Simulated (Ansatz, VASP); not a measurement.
One calculation of HgTe, two programs

```
CELL_PARAMETERS angstrom
0.00000 3.41715 3.41715
3.41715 0.00000 3.41715
3.41715 3.41715 0.00000
ATOMIC_POSITIONS crystal
Hg 0.00000 0.00000 0.00000
Te 0.25000 0.25000 0.25000
```

Change from the starting cell: hydrostatic strain +3.9%.

Alike in both runs: task single point; functional HSE06; k mesh 4 × 4 × 4; occupations fermi-dirac, width 0.02 eV; no spin polarisation.

|  | VASP | Ansatz |
| --- | --- | --- |
| version | VASP 6.6.1 | Ansatz 0.2.0 |
| potentials or method | VASP PAW PBE potentials, release 64 (Hg, Te) | plane waves, PAW |
| plane-wave cutoff (eV) | 520 | 420 |
| valence electrons in the cell | 18 | 36 |

Ansatz gave:

* pressure (GPa): -3.3

Which values does VASP return?

Pressure (GPa): -3.4.

The functional is the same, so the differences come from potentials, cutoffs and numerics. VASP's potentials hold 18 valence electrons a cell and Ansatz's 36, so a difference there can come from the potentials and not from the codes. Ansatz's warnings: filled band counts differ across k points, stress exchange threshold loose, stress scf threshold loose.

The k mesh is coarse, so the values compare programs but aren't converged. Neither program's run includes spin-orbit coupling.
